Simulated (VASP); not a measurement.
Wanted: the native input for a VASP 6.6.1 run.

```
Task                   : single point
Functional             : PBE
Potentials or basis    : VASP PAW PBE potentials, release 64 (Hf_pv, W_sv, S)
Cutoff                 : 520 eV
k mesh                 : 4 × 4 × 4
Occupations            : gaussian, width 0.1 eV
Spin                   : no spin polarisation
Dipole correction      : no
Further INCAR settings : ALGO = Normal; EDIFF = 1e-06; NBANDS = 31
```

The structure of Hf2WS2 lies in POSCAR:

```
Hf2WS2
1.0
    4.2409085400      0.0000000000      0.0000000000
    0.0000000000      4.2409085400      0.0000000000
    0.0000000000      0.0000000000      6.0439065300
Hf W S
2 1 2
Direct
    0.5000000000      0.5000000000      0.5000000000
    0.0000000000      0.0000000000      0.5000000000
    0.5000000000      0.5000000000      0.0000000000
    0.0000000000      0.5000000000      0.8127270700
    0.5000000000      0.0000000000      0.1872729300
```

The cell was built from a structure type or drawn by symmetry, and may not be a known phase.

These files were run (other wordings do the same):

INCAR

```
SYSTEM = Hf2WS2
PREC = Accurate
ENCUT = 520
EDIFF = 1E-6
ISMEAR = 0
SIGMA = 0.1
LREAL = .False.
LASPH = .True.
NELM = 60
ALGO = Normal
ISIF = 2
LWAVE = .False.
LCHARG = .True.
GGA = PE
LELF = .True.
LVHAR = .True.
NBANDS = 31
```

KPOINTS

```
regular mesh
0
Gamma
  4 4 4
  0 0 0
```

Potentials or basis: VASP PAW PBE potentials, release 64 (Hf_pv, W_sv, S).

Run with:

```sh
$ cat potpaw_PBE.64/Hf_pv/POTCAR potpaw_PBE.64/W_sv/POTCAR potpaw_PBE.64/S/POTCAR > POTCAR
$ mpirun -np 1 vasp_std > vasp.out
```

Results of the run:

```json
{
  "Pressure": "-9.5 GPa",
  "Largest force": "0.340 eV/Å",
  "Band gap on the k mesh": "zero (bands 23 and 24 overlap by 0.37 eV)"
}
```

Caveat: the k points lie up to 0.37 Å⁻¹ apart; spin-orbit coupling is left out, which moves the levels of the heavy elements.

Run time: 54 s on 1 thread of Intel(R) Xeon(R) Platinum 8488C (Sapphire Rapids), on a shared host, peak memory 0.24 GiB.
